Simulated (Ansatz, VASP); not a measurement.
# Two plane-wave programs on AlSb2Br2

```xyz
5
Lattice="4.0897 0.0000 0.0000 -2.0448 3.5418 0.0000 0.0000 0.0000 12.8177" Properties=species:S:1:pos:R:3 pbc="T T T"
Al    0.0000    0.0000    0.0000
Sb    0.0000    2.3612    7.2312
Sb    2.0448    1.1806    5.5865
Br    0.0000    2.3612    1.4435
Br    2.0448    1.1806   11.3742
```

Alike in both runs: functional PBE; k mesh 6 × 6 × 2; occupations gaussian, width 0.1 eV; no spin polarisation.

Ansatz relaxed the structure, and its values are those at the end. VASP's run is a single point on that final structure, the one shown.

|  | VASP | Ansatz |
| --- | --- | --- |
| version | VASP 6.6.1 | Ansatz 0.2.0 |
| potentials or method | VASP PAW PBE potentials, release 64 (Al, Sb_d_GW, Br), cutoff 500 eV | scalar-relativistic, plane waves, PAW |
| valence electrons in the cell | 47 | 47 |

VASP gave:

| Item | Value |
| --- | --- |
| gap on the k mesh at the Fermi level (eV) | none |
| pressure (GPa) | 0.0 |
| rms of the force components (eV/Å) | 0.007 |

Problem. What did Ansatz give for the same quantities?

Solution. gap on the k mesh at the Fermi level (eV): none; pressure (GPa): 0.0; rms of the force components (eV/Å): 0.006.

A gap of «none» marks a metal or a gap that the smearing closes. The functional is the same, so the differences come from potentials, cutoffs and numerics.

Spin-orbit coupling is off throughout.
